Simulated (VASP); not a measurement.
# Zn4Se3S (Cm) in VASP: a series of runs

Runs on Zn4Se3S. Level: LDA. Tasks: single point.

Everything below comes from runs of VASP 6.6.1. Logs are shortened: lines on timing, memory, paths and dates and some standing lists are left out, and cuts for length are marked.

### 1 The cell of the first run

The structure is monoclinic, space group Cm (No. 8). The conventional cell has a = 12.965 Å, b = 3.922 Å, c = 6.707 Å, α = 90.00°, β = 101.00°, γ = 90.00°. Within 3.0 Å of Zn (site symmetry m) lie 1 S at 2.30 Å and 3 Se at 2.40 to 2.41 Å. Within 3.1 Å of Zn (site symmetry m) lie 2 S at 2.33 Å and 2 Se at 2.41 to 2.43 Å. Zn (site symmetry m) has 4 Se at 2.40 to 2.41 Å within 3.2 Å. Within 3.1 Å of Zn (site symmetry m) lie 1 S at 2.31 Å and 3 Se at 2.42 Å. S (site symmetry m) has 4 Zn at 2.30 to 2.33 Å within 3.0 Å. Within 3.2 Å of Se (site symmetry m) lie 4 Zn at 2.40 to 2.41 Å. Within 3.2 Å of Se (site symmetry m) lie 4 Zn at 2.41 to 2.43 Å. Se (site symmetry m) has 4 Zn at 2.40 to 2.42 Å within 3.2 Å.

### 2 Single point, LDA (strained cell)

The input, INCAR:

```
ALGO = Normal ; EDIFF = 1E-7
ENCUT = 520 ; GGA = CA
ISIF = 2 ; ISMEAR = 0
LASPH = T ; LCHARG = T
LELF = T ; LREAL = F
LVHAR = T ; LWAVE = F
NBANDS = 46 ; NELM = 100
PREC = Accurate ; SIGMA = 0.02
```

The input, KPOINTS:

```
k-points
0
Gamma
  8 8 4
```

The input, POSCAR:

```
Zn4Se3S
1.0
   -2.7733727182      2.7733727182      0.0000000000
   -2.7743839938     -5.5477567119      2.7192222379
    2.7744642288      2.7744642288      5.4396715629
Zn S Se
4 1 3
Direct
    0.0075537046      0.0151074092      0.0019637817
    0.7460554627      0.4921109253      0.2386347020
    0.4981564018     -0.0036871963      0.4996692677
    0.2483200433      0.4966400866      0.7600105650
    0.1883877966      0.3767755931      0.0636554912
    0.9357348551      0.8714697102      0.3078095606
    0.6874039794      0.3748079588      0.5618818364
    0.4383877566      0.8767755133      0.8163747953
```

Potentials or basis: VASP PAW LDA potentials, release 64 (Zn, S, Se).

Started as:

```sh
$ cat potpaw_LDA.64/Zn/POTCAR potpaw_LDA.64/S/POTCAR potpaw_LDA.64/Se/POTCAR > POTCAR
$ mpirun -np 1 vasp_std > vasp.out
```

OUTCAR:

```text
EDIFF = 1E-7
   ENCUT = 520
   GGA = CA
   ISIF = 2
   ISMEAR = 0
   LASPH = T
   LREAL = F
   NELM = 100
   PREC = Accurate

 ion  position               nearest neighbor table
   1  0.008  0.015  0.002-   5 2.30   8 2.40   8 2.40   6 2.41
   2  0.746  0.492  0.239-   5 2.33   5 2.33   6 2.41   7 2.43
   3  0.498  0.996  0.500-   8 2.40   6 2.40   6 2.40   7 2.41
   4  0.248  0.497  0.760-   5 2.31   7 2.42   7 2.42   8 2.42
   5  0.188  0.377  0.064-   1 2.30   4 2.31   2 2.33   2 2.33
   6  0.936  0.871  0.308-   3 2.40   3 2.40   1 2.41   2 2.41
   7  0.687  0.375  0.562-   3 2.41   4 2.42   4 2.42   2 2.43
   8  0.438  0.877  0.816-   3 2.40   1 2.40   1 2.40   4 2.42

  LATTYP: Found a base centered monoclinic cell.
 ALAT       =    12.9650580472
 B/A-ratio  =     0.3025162940
 C/A-ratio  =     0.5173220512
 COS(beta)  =    -0.1908461226

  Lattice vectors:

 A1 = (  -5.5477567120,  -2.7743839937,   2.7192222379)
 A2 = (  -2.7743839938,  -5.5477567119,   2.7192222379)
 A3 = (   2.7744642288,   2.7744642288,   5.4396715629)

Analysis of symmetry for initial positions (statically):
=====================================================================
 Subroutine PRICEL returns:
 Original cell was already a primitive cell.

 Routine SETGRP: Setting up the symmetry group for a
 base centered monoclinic supercell.

 Subroutine GETGRP returns: Found  2 space group operations
 (whereof  2 operations were pure point group operations)
 out of a pool of  4 trial point group operations.

The static configuration has the point symmetry C_1h.

Analysis of symmetry for dynamics (positions and initial velocities):
=====================================================================
 Subroutine PRICEL returns:
 Original cell was already a primitive cell.

 Routine SETGRP: Setting up the symmetry group for a
 base centered monoclinic supercell.

 Subroutine GETGRP returns: Found  2 space group operations
 (whereof  2 operations were pure point group operations)
 out of a pool of  4 trial point group operations.

The dynamic configuration has the point symmetry C_1h.

 Subroutine INISYM returns: Found  2 space group operations
 (whereof  2 operations are pure point group operations),
 and found     1 'primitive' translations

----------------------------------------------------------------------------------------

                                     Primitive cell

  volume of cell :     167.3966

  direct lattice vectors                    reciprocal lattice vectors
    -2.773372718  2.773372718  0.000000000    -0.225347270  0.135224533  0.045966435
    -2.774383994 -5.547756712  2.719222238    -0.090122737 -0.090122737  0.091932870
     2.774464229  2.774464229  5.439671563     0.045051203  0.045051203  0.137878563

  length of vectors
     3.922141312  6.772664222  6.707110423     0.266795763  0.157149190  0.151887194

  position of ions in fractional coordinates (direct lattice)
     0.007553705  0.015107409  0.001963782
     0.746055463  0.492110925  0.238634702
     0.498156402  0.996312804  0.499669268
     0.248320043  0.496640087  0.760010565
     0.188387797  0.376775593  0.063655491
     0.935734855  0.871469710  0.307809561
     0.687403979  0.374807959  0.561881836
     0.438387757  0.876775513  0.816374795

  ion indices of the primitive-cell ions
   primitive index   ion index
                 1           1
                 2           2
                 3           3
                 4           4
                 5           5
                 6           6
                 7           7
                 8           8

----------------------------------------------------------------------------------------

 KPOINTS: k-points

Automatic generation of k-mesh.
 Grid dimensions read from file:
 generate k-points for:    8    8    4

 Generating k-lattice:

  Cartesian coordinates                     Fractional coordinates (reciprocal lattice)
    -0.028168409  0.016903067  0.005745804     0.125000000  0.000000000  0.000000000
    -0.011265342 -0.011265342  0.011491609     0.000000000  0.125000000  0.000000000
     0.011262801  0.011262801  0.034469641     0.000000000 -0.000000000  0.250000000

  Length of vectors
     0.033349470  0.019643649  0.037971799

  Shift w.r.t. Gamma in fractional coordinates (k-lattice)
     0.000000000  0.000000000  0.000000000

 Subroutine IBZKPT returns following result:
 ===========================================

 Found     78 irreducible k-points:

 Following reciprocal coordinates:
            Coordinates               Weight
  0.000000  0.000000  0.000000      1.000000
  0.125000 -0.000000 -0.000000      4.000000
  0.250000 -0.000000 -0.000000      4.000000
  0.375000  0.000000 -0.000000      4.000000
  0.500000 -0.000000 -0.000000      2.000000
  0.000000  0.125000  0.000000      2.000000
[... 16 lines left out ...]
  0.125000 -0.000000  0.250000      4.000000
  0.250000 -0.000000  0.250000      4.000000
 [... further k-points ...]
   k-points           NKPTS =     78   k-points in BZ     NKDIM =     78   number of bands    NBANDS=     46
   number of dos      NEDOS =    301   number of ions     NIONS =      8
   total plane-waves  NPLWV =  75000
   dimension x,y,z NGX =    30 NGY =   50 NGZ =   50
   dimension x,y,z NGXF=    60 NGYF=  100 NGZF=  100
   ions per type =               4   1   3
   NGX,Y,Z   is equivalent  to a cutoff of  12.72, 12.27, 12.39 a.u.
   NGXF,Y,Z  is equivalent  to a cutoff of  25.43, 24.55, 24.79 a.u.
 SYSTEM =  unknown system
   PREC   = accura    normal or accurate (medium, high low for compatibility)
   ISTART =      0    job   : 0-new  1-cont  2-samecut
   ICHARG =      2    charge: 1-file 2-atom 10-const
   ISPIN  =      1    spin polarized calculation?
   LNONCOLLINEAR =      F non collinear calculations
   LSORBIT =      F    spin-orbit coupling
   LASPH  =      T    aspherical Exc in radial PAW
   ENCUT  =  520.0 eV  38.22 Ry    6.18 a.u.   7.29 12.59 12.47*2*pi/ulx,y,z
   NELM   =    100;   NELMIN=  2; NELMDL= -5     # of ELM steps
   EDIFF  = 0.1E-06   stopping-criterion for ELM
   LREAL  =      F    real-space projection
   EDIFFG = 0.1E-05   stopping-criterion for IOM
   NSW    =      0    number of steps for IOM
   IBRION =     -1    ionic relax: 0-MD 1-quasi-New 2-CG
   NFREE  =      0    steps in history (QN), initial steepest desc. (CG)
   ISIF   =      2    stress and relaxation
   ISYM   =      2    0-nonsym 1-usesym 2-fastsym
   POTIM  = 0.5000    time-step for ionic-motion
   TEBEG  =    0.0;   TEEND  =   0.0 temperature during run
   PSTRESS=    0.0 pullay stress
   NELECT =      72.0000    total number of electrons
   NUPDOWN=      -1.0000    fix difference up-down
   EMIN   =  10.00;   EMAX   =-10.00  energy-range for DOS
   EFERMI =   0.00;   METHOD = LEGACY
   ISMEAR =     0;   SIGMA  =   0.02  broadening in eV -4-tet -1-fermi 0-gaus
   EFERMI_NEDOS =   21; number of points for ismear=-14 and -15
   IALGO  =     38    algorithm
   IMIX   =      4    mixing-type and parameters
     AMIX     =   0.40;   BMIX     =  1.00
     AMIX_MAG =   1.60;   BMIX_MAG =  1.00
  volume/ion in A,a.u.               =      20.92       141.21
  Fermi-wavevector in a.u.,A,eV,Ry     =   1.235768  2.335262 20.777751  1.527122
  Thomas-Fermi vector in A             =   2.370404
   LORBIT       =      0    0 simple, 1 ext, 2 COOP (PROOUT), +10 PAW based schemes
   GGA     = CA    functional components
   LHFCALC =     F    Hartree Fock is set to
   AEXX    =    0.0000 exact exchange contribution
   IVDW    =     0    specifies the selected vdW correction
   LEPSILON=     F    determine dielectric tensor
   LRPA    =     F    only Hartree local field effects (RPA)
 non-spin polarized calculation
 Gauss-broadening in eV      SIGMA  =   0.02
  energy-cutoff  :      520.00
  volume of cell :      167.40
 maximum number of plane-waves:      4537
 NGX is ok and might be reduce to    30
   NGX = 15   NGY = 25   NGZ = 25

 number of electron      72.0000024 magnetization

 Free energy of the ion-electron system (eV)
  ---------------------------------------------------
  ext. energy  EPLUGINS =         0.00000000
  ---------------------------------------------------
  free energy    TOTEN  =       -30.26747454 eV

  energy without entropy =      -30.26747454  energy(sigma->0) =      -30.26747454

 E-fermi :   2.2760     XC(G=0): -10.0037

 val. band max:        2.1295930003   @ k =   0.0000   0.0000   0.0000
 cond. band min:       3.4996370120   @ k =   0.0000   0.0000   0.0000
 fundamental gap:      1.3700440117
 Fermi energy:         2.2760374240

 k-point     1 :       0.0000    0.0000    0.0000
  band No.  band energies     occupation
      1     -11.5196      2.00000
      2     -10.5977      2.00000
      3     -10.4522      2.00000
      4     -10.4304      2.00000
      5      -4.8177      2.00000
      6      -4.8113      2.00000
[... 38 lines left out ...]
     45       7.9345      0.00000
     46       8.3752      0.00000

 k-point     2 :       0.1250   -0.0000   -0.0000
  band No.  band energies     occupation
      1     -11.4352      2.00000
      2     -10.5657      2.00000
      3     -10.4487      2.00000
      4     -10.3882      2.00000
      5      -4.8185      2.00000
      6      -4.7873      2.00000
[... 38 lines left out ...]
     45       8.1170      0.00000
     46       8.2337      0.00000

 k-point     3 :       0.2500   -0.0000   -0.0000
  band No.  band energies     occupation
      1     -11.2020      2.00000
      2     -10.4843      2.00000
      3     -10.4051      2.00000
      4     -10.3425      2.00000
      5      -4.8043      2.00000
      6      -4.7611      2.00000
[... 1018 lines left out ...]
     45       8.3176      0.00000
     46       8.5214      0.00000

 k-point    24 :       0.2500   -0.0000    0.2500
  band No.  band energies     occupation
      1     -11.1012      2.00000
      2     -10.6219      2.00000
      3     -10.4590      2.00000
      4     -10.2719      2.00000
      5      -4.7856      2.00000
      6      -4.7512      2.00000
[... 38 lines left out ...]
     45       8.6047      0.00000
     46       8.7039      0.00000

 [... further k-points ...]

------------------------ aborting loop because EDIFF is reached ----------------------------------------

  FORCE on cell =-STRESS in cart. coord.  units (eV):
  Direction    XX          YY          ZZ          XY          YZ          ZX
  --------------------------------------------------------------------------------------
  -------------------------------------------------------------------------------------
  Total       -0.4275779     -0.4275779      0.3633847     -0.0013162      0.0007902      0.0007902
  in kB       -4.0924112     -4.0924112      3.4780085     -0.0125974      0.0075636      0.0075631
  external PRESSURE =      -1.5689380 kB  Pullay stress =       0.0000000 kB

 VOLUME and BASIS-vectors are now :
 -----------------------------------------------------------------------------
  energy-cutoff  :      520.00
  volume of cell :      167.40
      direct lattice vectors                 reciprocal lattice vectors
    -2.773372718  2.773372718  0.000000000    -0.225347270  0.135224533  0.045966435
    -2.774383994 -5.547756712  2.719222238    -0.090122737 -0.090122737  0.091932870
     2.774464229  2.774464229  5.439671563     0.045051203  0.045051203  0.137878563

 POSITION                                       TOTAL-FORCE (eV/Angst)
 -----------------------------------------------------------------------------------
     -0.05741     -0.05741      0.05176        -0.005644     -0.005644      0.004657
     -2.77231      0.00106      2.63625         0.000546      0.000546     -0.008932
     -2.75941     -2.75941      5.42723         0.000257      0.000257     -0.000410
      0.04207      0.04207      5.48468         0.004899      0.004899      0.005816
     -1.39118     -1.39118      1.37080        -0.000597     -0.000597      0.003114
     -4.15893     -1.38555      4.04410         0.000573      0.000573     -0.003045
     -1.38737      1.38601      4.07564        -0.002271     -0.002271     -0.000635
     -1.38332     -1.38332      6.82496         0.002237      0.002237     -0.000564
 -----------------------------------------------------------------------------------
    total drift:                                0.000019      0.000103     -0.000677

  FREE ENERGIE OF THE ION-ELECTRON SYSTEM (eV)
  ---------------------------------------------------
  free  energy   TOTEN  =       -30.2674745420 eV

  energy  without entropy=      -30.2674745420  energy(sigma->0) =      -30.26747454
```

Run time: 7.3 min. Hardware: 1 thread of Intel Xeon Platinum 8488C (Sapphire Rapids), shared host; peak memory 0.56 GiB.

What came out:

```yaml
Free_energy: -30.2675 eV
Pressure: -0.2 GPa
Largest_force: 0.009 eV/Å
Band_gap_on_the_k_mesh: 1.37 eV
```

Forces on the atoms (eV/Å):
```
Zn  -0.006 -0.006  0.005
Zn   0.001  0.001 -0.009
Zn   0.000  0.000  0.000
Zn   0.005  0.005  0.006
S   -0.001 -0.001  0.003
Se   0.001  0.001 -0.003
Se  -0.002 -0.002 -0.001
Se   0.002  0.002 -0.001
```

Stress tensor (GPa, compression positive):
```
-0.41  0.00  0.00
 0.00 -0.41  0.00
 0.00  0.00  0.35
```

Levels at points of the mesh, in eV from the valence-band top:
| k point | band 34 | band 35 | band 36 | band 37 | band 38 | band 39 |
| --- | --- | --- | --- | --- | --- | --- |
| (0.00, 0.00, 0.00) | -0.10 | -0.04 | 0.00 | 1.37 | 2.56 | 3.48 |
| (0.50, 0.00, 0.00) | -2.24 | -1.63 | -1.38 | 4.28 | 4.30 | 4.34 |
| (0.00, 0.50, 0.00) | -0.66 | -0.44 | -0.35 | 2.48 | 2.63 | 2.73 |
| (0.00, 0.00, 0.50) | -1.00 | -0.83 | -0.77 | 3.33 | 3.55 | 3.82 |
| (0.50, 0.00, 0.50) | -1.61 | -1.05 | -0.95 | 2.55 | 2.73 | 3.44 |
| (0.00, 0.50, 0.50) | -1.54 | -0.78 | -0.52 | 3.30 | 3.57 | 3.66 |

Caveat: the cell differs from its parent crystal (strained cell). A k mesh can miss the band edges.

(Part 1 of 2 ends here.)
